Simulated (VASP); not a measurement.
# Cr (Fm-3m) in VASP: further runs

Cr is run at these levels: r2SCAN; tasks: single point.

All numbers are computed with VASP 6.6.1; they aren't measurements. Logs are shortened: lines on timing, memory, paths and dates and some standing lists are left out, and cuts for length are marked.

### 1 The cell of the first run

Symmetry: Fm-3m, No. 225, cubic system. The conventional cell has a = 3.596 Å, b = 3.596 Å, c = 3.596 Å, α = 90.00°, β = 90.00°, γ = 90.00°. Within 3.4 Å of Cr (site symmetry m-3m) lie 12 Cr at 2.54 Å.

### 2 Single point, r2SCAN

POSCAR

```
Cr
1.0
    0.0000000000      1.7981060837      1.7981060837
    1.7981060837      0.0000000000      1.7981060837
    1.7981060837      1.7981060837      0.0000000000
Cr
1
Direct
    0.0000000000      0.0000000000      0.0000000000
```

INCAR.step1

```
ALGO = Normal
EDIFF = 1E-4
ENCUT = 520
GGA = PE
ISMEAR = 0
LASPH = True
LCHARG = False
LREAL = False
LWAVE = True
NBANDS = 12
NELM = 100
PREC = Accurate
SIGMA = 0.05
```

INCAR.step2

```
ALGO = Normal
EDIFF = 1E-6
ENCUT = 520
ISIF = 2
ISMEAR = 0
ISTART = 1
LASPH = True
LCHARG = False
LMIXTAU = True
LREAL = False
LWAVE = False
METAGGA = R2SCAN
NBANDS = 12
NELM = 100
PREC = Accurate
SIGMA = 0.05
```

KPOINTS

```
k-points
0
Gamma
  20 20 20
```

Potentials or basis: VASP PAW PBE potentials, release 64 (Cr_pv).

Started as:

```console
$ cat potpaw_PBE.64/Cr_pv/POTCAR > POTCAR
$ cp INCAR.step1 INCAR
$ mpirun -np 1 vasp_std > vasp.out
$ cp INCAR.step2 INCAR
$ mpirun -np 1 vasp_std > vasp.out
```

OUTCAR:

```text
EDIFF = 1E-6
   ENCUT = 520
   ISIF = 2
   ISMEAR = 0
   ISTART = 1
   LASPH = True
   LREAL = False
   METAGGA = R2SCAN
   NELM = 100
   PREC = Accurate

 ion  position               nearest neighbor table
   1  0.000  0.000  0.000-

  LATTYP: Found a face centered cubic cell.
 ALAT       =     3.5962121674

  Lattice vectors:

 A1 = (   0.0000000000,   1.7981060837,   1.7981060837)
 A2 = (   1.7981060837,   0.0000000000,   1.7981060837)
 A3 = (   1.7981060837,   1.7981060837,   0.0000000000)

Analysis of symmetry for initial positions (statically):
=====================================================================
 Subroutine PRICEL returns:
 Original cell was already a primitive cell.

 Routine SETGRP: Setting up the symmetry group for a
 face centered cubic supercell.

 Subroutine GETGRP returns: Found 48 space group operations
 (whereof 48 operations were pure point group operations)
 out of a pool of 48 trial point group operations.

The static configuration has the point symmetry O_h .

Analysis of symmetry for dynamics (positions and initial velocities):
=====================================================================
 Subroutine PRICEL returns:
 Original cell was already a primitive cell.

 Routine SETGRP: Setting up the symmetry group for a
 face centered cubic supercell.

 Subroutine GETGRP returns: Found 48 space group operations
 (whereof 48 operations were pure point group operations)
 out of a pool of 48 trial point group operations.

The dynamic configuration has the point symmetry O_h .

 Subroutine INISYM returns: Found 48 space group operations
 (whereof 48 operations are pure point group operations),
 and found     1 'primitive' translations

----------------------------------------------------------------------------------------

                                     Primitive cell

  volume of cell :      11.6272

  direct lattice vectors                    reciprocal lattice vectors
     0.000000000  1.798106084  1.798106084    -0.278070357  0.278070357  0.278070357
     1.798106084  0.000000000  1.798106084     0.278070357 -0.278070357  0.278070357
     1.798106084  1.798106084  0.000000000     0.278070357  0.278070357 -0.278070357

  length of vectors
     2.542906010  2.542906010  2.542906010     0.481631986  0.481631986  0.481631986

  position of ions in fractional coordinates (direct lattice)
     0.000000000  0.000000000  0.000000000

  ion indices of the primitive-cell ions
   primitive index   ion index
                 1           1

----------------------------------------------------------------------------------------

 KPOINTS: k-points

Automatic generation of k-mesh.
 Grid dimensions read from file:
 generate k-points for:   20   20   20

 Generating k-lattice:

  Cartesian coordinates                     Fractional coordinates (reciprocal lattice)
    -0.013903518  0.013903518  0.013903518     0.050000000  0.000000000  0.000000000
     0.013903518 -0.013903518  0.013903518     0.000000000  0.050000000  0.000000000
     0.013903518  0.013903518 -0.013903518     0.000000000  0.000000000  0.050000000

  Length of vectors
     0.024081599  0.024081599  0.024081599

  Shift w.r.t. Gamma in fractional coordinates (k-lattice)
     0.000000000  0.000000000  0.000000000

 Subroutine IBZKPT returns following result:
 ===========================================

 Found    256 irreducible k-points:

 Following reciprocal coordinates:
            Coordinates               Weight
  0.000000  0.000000  0.000000      1.000000
  0.050000  0.000000  0.000000      8.000000
  0.100000  0.000000  0.000000      8.000000
  0.150000  0.000000  0.000000      8.000000
  0.200000  0.000000  0.000000      8.000000
  0.250000  0.000000  0.000000      8.000000
[... 16 lines left out ...]
 -0.400000  0.050000  0.000000     24.000000
 -0.350000  0.050000  0.000000     24.000000
 [... further k-points ...]
   k-points           NKPTS =    256   k-points in BZ     NKDIM =    256   number of bands    NBANDS=     12
   number of dos      NEDOS =    301   number of ions     NIONS =      1
   total plane-waves  NPLWV =   8000
   dimension x,y,z NGX =    20 NGY =   20 NGZ =   20
   dimension x,y,z NGXF=    40 NGYF=   40 NGZF=   40
   ions per type =               1
   NGX,Y,Z   is equivalent  to a cutoff of  13.08, 13.08, 13.08 a.u.
   NGXF,Y,Z  is equivalent  to a cutoff of  26.15, 26.15, 26.15 a.u.
 SYSTEM =  unknown system
   PREC   = accura    normal or accurate (medium, high low for compatibility)
   ISTART =      1    job   : 0-new  1-cont  2-samecut
   ICHARG =      0    charge: 1-file 2-atom 10-const
   ISPIN  =      1    spin polarized calculation?
   LNONCOLLINEAR =      F non collinear calculations
   LSORBIT =      F    spin-orbit coupling
   LASPH  =      T    aspherical Exc in radial PAW
   ENCUT  =  520.0 eV  38.22 Ry    6.18 a.u.   4.73  4.73  4.73*2*pi/ulx,y,z
   NELM   =    100;   NELMIN=  2; NELMDL=  0     # of ELM steps
   EDIFF  = 0.1E-05   stopping-criterion for ELM
   LREAL  =      F    real-space projection
   EDIFFG = 0.1E-04   stopping-criterion for IOM
   NSW    =      0    number of steps for IOM
   IBRION =     -1    ionic relax: 0-MD 1-quasi-New 2-CG
   NFREE  =      0    steps in history (QN), initial steepest desc. (CG)
   ISIF   =      2    stress and relaxation
   ISYM   =      2    0-nonsym 1-usesym 2-fastsym
   POTIM  = 0.5000    time-step for ionic-motion
   TEBEG  =    0.0;   TEEND  =   0.0 temperature during run
   PSTRESS=    0.0 pullay stress
   NELECT =      12.0000    total number of electrons
   NUPDOWN=      -1.0000    fix difference up-down
   EMIN   =  10.00;   EMAX   =-10.00  energy-range for DOS
   EFERMI =   0.00;   METHOD = LEGACY
   ISMEAR =     0;   SIGMA  =   0.05  broadening in eV -4-tet -1-fermi 0-gaus
   EFERMI_NEDOS =   21; number of points for ismear=-14 and -15
   IALGO  =     38    algorithm
   IMIX   =      4    mixing-type and parameters
     AMIX     =   0.40;   BMIX     =  1.00
     AMIX_MAG =   1.60;   BMIX_MAG =  1.00
  volume/ion in A,a.u.               =      11.63        78.46
  Fermi-wavevector in a.u.,A,eV,Ry     =   1.654410  3.126382 37.240153  2.737074
  Thomas-Fermi vector in A             =   2.742682
   LORBIT       =      0    0 simple, 1 ext, 2 COOP (PROOUT), +10 PAW based schemes
   METAGGA = R2SCAN    functional components
   LHFCALC =     F    Hartree Fock is set to
   AEXX    =    0.0000 exact exchange contribution
   IVDW    =     0    specifies the selected vdW correction
   LEPSILON=     F    determine dielectric tensor
   LRPA    =     F    only Hartree local field effects (RPA)
 non-spin polarized calculation
 Gauss-broadening in eV      SIGMA  =   0.05
  energy-cutoff  :      520.00
  volume of cell :       11.63
 maximum number of plane-waves:       331
   NGX =  9   NGY =  9   NGZ =  9

 number of electron      12.0000009 magnetization

 Free energy of the ion-electron system (eV)
  ---------------------------------------------------
  ext. energy  EPLUGINS =         0.00000000
  ---------------------------------------------------
  free energy    TOTEN  =       -14.35166342 eV

  energy without entropy =      -14.34975993  energy(sigma->0) =      -14.35071168

 E-fermi :  10.5752     XC(G=0): -14.9215

 val. band max:       10.5648826235   @ k =   0.2500   0.1500   0.0500
 cond. band min:      10.5753146918   @ k =   0.2000   0.1500   0.0500
 fundamental gap:      0.0104320683
 Fermi energy:        10.5751691578

 k-point     1 :       0.0000    0.0000    0.0000
  band No.  band energies     occupation
      1     -33.3784      2.00000
      2     -33.3784      2.00000
      3     -33.3784      2.00000
      4       2.4435      2.00000
      5      10.0954      2.00000
      6      10.0954      2.00000
      7      10.0954      2.00000
      8      12.1635      0.00000
      9      12.1635      0.00000
     10      14.1193      0.00000
     11      31.1017      0.00000
     12      37.3998      0.00000

 k-point     2 :       0.0500    0.0000    0.0000
  band No.  band energies     occupation
      1     -33.4024      2.00000
      2     -33.3814      2.00000
      3     -33.3813      2.00000
      4       2.5519      2.00000
      5      10.0410      2.00000
      6      10.1318      2.00000
      7      10.1318      2.00000
      8      12.1422      0.00000
      9      12.1422      0.00000
     10      14.1189      0.00000
     11      31.1487      0.00000
     12      36.3885      0.00000

 k-point     3 :       0.1000    0.0000    0.0000
  band No.  band energies     occupation
      1     -33.4719      2.00000
      2     -33.3900      2.00000
      3     -33.3899      2.00000
      4       2.8705      2.00000
      5       9.8911      2.00000
      6      10.2304      2.00000
      7      10.2304      2.00000
      8      12.0906      0.00000
      9      12.0906      0.00000
     10      14.1182      0.00000
     11      31.1856      0.00000
     12      34.5526      0.00000
[... 286 lines left out ...]
 k-point    23 :      -0.4000    0.0500    0.0000
  band No.  band energies     occupation
      1     -34.2529      2.00000
      2     -33.5128      2.00000
      3     -33.4878      2.00000
      4       6.3221      2.00000
      5      10.0420      2.00000
      6      10.1872      2.00000
      7      10.4573      1.99914
      8      13.0116      0.00000
      9      13.4707      0.00000
     10      14.0803      0.00000
     11      21.7034      0.00000
     12      30.2936      0.00000

 k-point    24 :      -0.3500    0.0500    0.0000
  band No.  band energies     occupation
      1     -34.1649      2.00000
      2     -33.5037      2.00000
      3     -33.4729      2.00000
      4       6.1289      2.00000
      5       9.8311      2.00000
      6      10.1837      2.00000
      7      10.2818      2.00000
      8      12.7065      0.00000
      9      13.2003      0.00000
     10      14.0959      0.00000
     11      23.1509      0.00000
     12      30.6659      0.00000

 [... further k-points ...]

------------------------ aborting loop because EDIFF is reached ----------------------------------------

  FORCE on cell =-STRESS in cart. coord.  units (eV):
  Direction    XX          YY          ZZ          XY          YZ          ZX
  --------------------------------------------------------------------------------------
  -------------------------------------------------------------------------------------
  Total        0.0530687      0.0530687      0.0530687     -0.0000000      0.0000000     -0.0000000
  in kB        7.3126191      7.3126191      7.3126191     -0.0000000      0.0000000     -0.0000000
  external PRESSURE =       7.3126191 kB  Pullay stress =       0.0000000 kB

 VOLUME and BASIS-vectors are now :
 -----------------------------------------------------------------------------
  energy-cutoff  :      520.00
  volume of cell :       11.63
      direct lattice vectors                 reciprocal lattice vectors
     0.000000000  1.798106084  1.798106084    -0.278070357  0.278070357  0.278070357
     1.798106084  0.000000000  1.798106084     0.278070357 -0.278070357  0.278070357
     1.798106084  1.798106084  0.000000000     0.278070357  0.278070357 -0.278070357

 POSITION                                       TOTAL-FORCE (eV/Angst)
 -----------------------------------------------------------------------------------
      0.00000      0.00000      0.00000        -0.000000     -0.000000     -0.000000
 -----------------------------------------------------------------------------------
    total drift:                                0.000000      0.000000      0.000000

  FREE ENERGIE OF THE ION-ELECTRON SYSTEM (eV)
  ---------------------------------------------------
  free  energy   TOTEN  =       -14.3516634226 eV

  energy  without entropy=      -14.3497599306  energy(sigma->0) =      -14.35071168
```

Wall time 54 s (1 thread of Intel Xeon 6975P-C (Granite Rapids), shared host); peak memory 0.15 GiB.

Results:

```yaml
Free_energy: -14.3517 eV
Pressure: 0.7 GPa
Band_gap_on_the_k_mesh: zero (band 6 reaches 13.40 eV, above the bottom of band 7 at 10.10 eV)
```

Levels at points of the mesh, in eV from the Fermi level:
```
           k point  band 2  band 3  band 4  band 5  band 6  band 7  band 8  band 9  band 10  band 11
(0.00, 0.00, 0.00)  -43.95  -43.95   -8.13   -0.48   -0.48   -0.48    1.59    1.59     3.54    20.53
(0.50, 0.00, 0.00)  -44.07  -44.07   -4.26   -0.51   -0.51    0.68    2.74    2.74     3.47    10.01
(0.50, 0.50, 0.00)  -44.28  -44.28   -4.37   -3.58    2.83    2.99    2.99    3.47     3.79    13.09
```

Caveat: the PAW data sets were made with another functional, which shifts forces and pressure a little; the run has no spin polarisation, though such a crystal can be magnetic. Spin polarisation is off, so any magnetic state and its effect on volume and gap are missing.

### 3 Single point, r2SCAN, collinear spin, ferromagnetic start

This run uses another cell than the first one, of 11.46 Å³/atom, 0.985 times its volume.

POSCAR

```
Cr
1.0
    0.0000000000      1.7892703198      1.7892703198
    1.7892703198      0.0000000000      1.7892703198
    1.7892703198      1.7892703198      0.0000000000
Cr
1
Direct
    0.0000000000      0.0000000000      0.0000000000
```

INCAR.step1

```
SYSTEM = Cr
ALGO = Normal
EDIFF = 1E-4
ENCUT = 520
GGA = PE
ISMEAR = 0
ISPIN = 2
LASPH = .True.
LCHARG = .False.
LMAXMIX = 4
LREAL = .False.
LWAVE = .True.
MAGMOM = 0.05
NBANDS = 16
NELM = 150
PREC = Accurate
SIGMA = 0.05
```

INCAR.step2

```
SYSTEM = Cr
ALGO = Normal
EDIFF = 1E-7
ENCUT = 520
ISIF = 2
ISMEAR = 0
ISPIN = 2
ISTART = 1
LASPH = .True.
LCHARG = .False.
LMAXMIX = 4
LMIXTAU = .True.
LORBIT = 11
LREAL = .False.
LWAVE = .False.
MAGMOM = 0.05
METAGGA = R2SCAN
NBANDS = 16
NELM = 150
PREC = Accurate
SIGMA = 0.05
```

KPOINTS

```
k-points
0
Gamma
  20 20 20
  0 0 0
```

Potentials or basis: VASP PAW PBE potentials, release 64 (Cr_pv).

Started as:

```console
$ cat potpaw_PBE.64/Cr_pv/POTCAR > POTCAR
$ cp INCAR.step1 INCAR
$ mpirun -np 1 vasp_std > vasp.out
$ cp INCAR.step2 INCAR
$ mpirun -np 1 vasp_std > vasp.out
```

OUTCAR:

```text
SYSTEM = Cr
   EDIFF = 1E-7
   ENCUT = 520
   ISIF = 2
   ISMEAR = 0
   ISPIN = 2
   ISTART = 1
   LASPH = .True.
   LORBIT = 11
   LREAL = .False.
   METAGGA = R2SCAN
   NELM = 150
   PREC = Accurate

 ion  position               nearest neighbor table
   1  0.000  0.000  0.000-

  LATTYP: Found a face centered cubic cell.
 ALAT       =     3.5785406396

[... 1121 lines left out ...]
  FORCE on cell =-STRESS in cart. coord.  units (eV):
  Direction    XX          YY          ZZ          XY          YZ          ZX
  --------------------------------------------------------------------------------------
  -------------------------------------------------------------------------------------
  Total        0.3362617      0.3362617      0.3362617      0.0000000      0.0000000     -0.0000000
  in kB       47.0251375     47.0251375     47.0251375      0.0000000      0.0000000     -0.0000000
  external PRESSURE =      47.0251375 kB  Pullay stress =       0.0000000 kB

 VOLUME and BASIS-vectors are now :
 -----------------------------------------------------------------------------
  energy-cutoff  :      520.00
  volume of cell :       11.46
      direct lattice vectors                 reciprocal lattice vectors
     0.000000000  1.789270320  1.789270320    -0.279443522  0.279443522  0.279443522
     1.789270320  0.000000000  1.789270320     0.279443522 -0.279443522  0.279443522
     1.789270320  1.789270320  0.000000000     0.279443522  0.279443522 -0.279443522

 POSITION                                       TOTAL-FORCE (eV/Angst)
 -----------------------------------------------------------------------------------
      0.00000      0.00000      0.00000        -0.000000      0.000000     -0.000000
 -----------------------------------------------------------------------------------
    total drift:                                0.000000     -0.000000     -0.000000

  FREE ENERGIE OF THE ION-ELECTRON SYSTEM (eV)
  ---------------------------------------------------
  free  energy   TOTEN  =       -14.3487816817 eV

  energy  without entropy=      -14.3468540627  energy(sigma->0) =      -14.34781787

 total charge

# of ion       s       p       d       tot
------------------------------------------
    1        0.708   6.413   4.196  11.318

 magnetization (x)

# of ion       s       p       d       tot
------------------------------------------
    1       -0.000  -0.000  -0.000  -0.000
```

OUTCAR.step1:

```text
SYSTEM = Cr
   EDIFF = 1E-4
   ENCUT = 520
   GGA = PE
   ISMEAR = 0
   ISPIN = 2
   LASPH = .True.
[... 1150 lines left out ...]
 POSITION                                       TOTAL-FORCE (eV/Angst)
 -----------------------------------------------------------------------------------
      0.00000      0.00000      0.00000        -0.000000      0.000000      0.000000
 -----------------------------------------------------------------------------------
    total drift:                                0.000000     -0.000000      0.000000

  FREE ENERGIE OF THE ION-ELECTRON SYSTEM (eV)
  ---------------------------------------------------
  free  energy   TOTEN  =        -9.1138653336 eV

  energy  without entropy=       -9.1120010918  energy(sigma->0) =       -9.11293321
```

Wall time 3.1 min (1 thread of Intel Xeon 6975P-C (Granite Rapids), shared host); peak memory 0.19 GiB.

What came out:

- Free energy: -14.3488 eV
- Pressure: 4.7 GPa
- Band gap on the k mesh: zero (filled and empty bands overlap)
- Net moment: 0.00 μB per cell
- Valence electrons inside the program's atomic spheres: Cr 11.32

Caveat: the PAW data sets were made with another functional, which shifts forces and pressure a little.

[end of part 1 of 2]
